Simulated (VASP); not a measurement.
A run of VASP 6.6.1:

INCAR

```
SYSTEM = MnO2
PREC = Accurate ; ENCUT = 600
EDIFF = 1E-6 ; ISMEAR = -1
SIGMA = 0.05 ; LREAL = .FALSE.
LASPH = .TRUE. ; NELM = 200
ALGO = Normal ; ISIF = 2
LWAVE = .FALSE. ; LCHARG = .FALSE.
ISPIN = 2 ; MAGMOM = 4 0 0
LORBIT = 11 ; LMAXMIX = 4
GGA = PS ; NBANDS = 24
GGA_COMPAT = .FALSE.
```

File KPOINTS:

```
Automatic mesh
0
G
  9 9 5
  0 0 0
```

The input POSCAR:

```
MnO2
1.0
    2.8565781804      0.0000000000      0.0000000000
   -1.4282890902      2.4738692722      0.0000000000
    0.0000000000      0.0000000000      4.7854290213
Mn O
1 2
Direct
    0.0000000000      0.0000000000      0.5000000000
    0.3333333333      0.6666666667      0.6967635751
    0.6666666667      0.3333333333      0.3032364249
```

Potentials or basis: VASP PAW PBE potentials, release 64 (Mn_sv, O).

Command:

```bash
$ cat potpaw_PBE.64/Mn_sv/POTCAR potpaw_PBE.64/O/POTCAR > POTCAR
$ mpirun -np 1 vasp_std > vasp.out
```

Hardware: 1 thread of Intel(R) Xeon(R) 6975P-C (Granite Rapids), on a shared host.

Task: How long does it take, and how much memory?

Result: Run time: 43 s on 1 thread of Intel(R) Xeon(R) 6975P-C (Granite Rapids), on a shared host, peak memory 0.21 GiB. Counts: scf iterations 17, k points 50.
